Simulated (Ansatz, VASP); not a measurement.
**One calculation of Cu, two programs**

```
Cu
1.0
    -2.04507    2.04507    2.57747
     2.04507   -2.04507    2.57747
     2.04507    2.04507   -2.57747
Cu
3
Direct
  0.75000 0.25000 0.50000
  0.25000 0.75000 0.50000
  0.50000 0.50000 0.00000
```

Alike in both runs: functional PBE; k mesh 6 × 6 × 6; occupations gaussian, width 0.1 eV; no spin polarisation.

Ansatz relaxed the structure, and its values are those at the end. VASP's run is a single point on that final structure, the one shown.

|  | VASP | Ansatz |
| --- | --- | --- |
| version | VASP 6.6.1 | Ansatz 0.2.0 |
| potentials or method | VASP PAW PBE potentials, release 64 (Cu), cutoff 520 eV | scalar-relativistic, plane waves, PAW |
| valence electrons in the cell | 33 | 57 |

Ansatz gave:

* gap on the k mesh at the Fermi level (eV): none
* pressure (GPa): 0.1

**Question.** Estimate VASP's values.

**Answer.** gap on the k mesh at the Fermi level (eV): none; pressure (GPa): 0.5.

A gap of «none» marks a metal or a gap that the smearing closes. VASP's potentials hold 33 valence electrons a cell and Ansatz's 57, so a difference there can come from the potentials and not from the codes.

The k mesh is coarse, so the values compare programs but aren't converged.
